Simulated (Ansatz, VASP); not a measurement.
**One calculation of TiO, two programs**

The input POSCAR:

```
TiO
1.0
    2.8516080131      0.0000000000      0.0000000000
   -1.4258040066      2.4695649810      0.0000000000
    0.0000000000      0.0000000000      5.5675030000
Ti O
2 2
Direct
    0.3333333333      0.6666666667      0.2500000000
    0.6666666667      0.3333333333      0.7500000000
    0.0000000000      0.0000000000      0.0000000000
    0.0000000000      0.0000000000      0.5000000000
```

File INCAR.step1:

```
PREC = Accurate
ENCUT = 600
ISMEAR = 0
SIGMA = 0.1
LREAL = F
LASPH = T
NELM = 80
GGA = PE
ALGO = Normal
EDIFF = 1E-4
LWAVE = T
LCHARG = F
```

Contents of INCAR.step2:

```
PREC = Accurate
ENCUT = 600
EDIFF = 1E-6
ISMEAR = 0
SIGMA = 0.1
LREAL = F
LASPH = T
NELM = 80
ALGO = Normal
ISIF = 3
LWAVE = F
LCHARG = F
METAGGA = R2SCAN
LMIXTAU = T
IVDW = 12
VDW_S6 = 1.0
VDW_S8 = 0.78981345
VDW_A1 = 0.49484001
VDW_A2 = 5.73083694
IBRION = 2
NSW = 80
EDIFFG = -0.01
ISTART = 1
```

File KPOINTS:

```
regular mesh
0
Gamma
  18 18 8
```

Input for Ansatz:

```yaml
crystal:
  lattice:
    - [2.8516080131, 0.0, 0.0]
    - [-1.4258040066, 2.469564981, 0.0]
    - [0.0, 0.0, 5.567503]
  atoms:
    - { symbol: Ti, position: [0.3333333333, 0.6666666667, 0.25] }
    - { symbol: Ti, position: [0.6666666667, 0.3333333333, 0.75] }
    - { symbol: O, position: [0.0, 0.0, 0.0] }
    - { symbol: O, position: [0.0, 0.0, 0.5] }
basis:
  ecutwfc: 500
kpoints:
  mp_grid: { grid: [18, 18, 8] }
hamiltonian:
  xc: r2scan
  dispersion: d3bj
scf:
  occupations: { method: gaussian, width: 0.1 }
output:
  forces: true
  stress: true
  eigenvalues: true
  write_density: true
  write_potential: true
  elf: true
  volumetric_format: npy
relax:
  adjacent_minimum: "off"
  f_tol: 0.01
  max_steps: 60
  cell: { stress_tol: 0.05 }
```

Alike in both runs: task relaxation of cell and atoms; functional r2SCAN; dispersion D3(BJ); k mesh 18 × 18 × 8; occupations gaussian, width 0.1 eV; no spin polarisation.

```csv
,VASP,Ansatz
version,VASP 6.6.1,Ansatz 0.2.0
potentials or method,"VASP PAW PBE potentials, release 64 (Ti_sv, O), cutoff 600 eV","scalar-relativistic, plane waves, PAW"
valence electrons in the cell,36,36
```

```tsv
	VASP	Ansatz	Ansatz less VASP
gap on the k mesh at the Fermi level, each at its own relaxed structure (eV)	none	none	-
relaxed volume (Å³/atom)	9.51	9.45	-0.057
relaxed cell length with the largest relative difference (Å)	5.531	5.517	-0.0143
```

VASP's potentials were made for PBE, not for r2SCAN. A gap of «none» marks a metal or a gap that the smearing closes. Ansatz's warnings: dispersion damping borrowed.
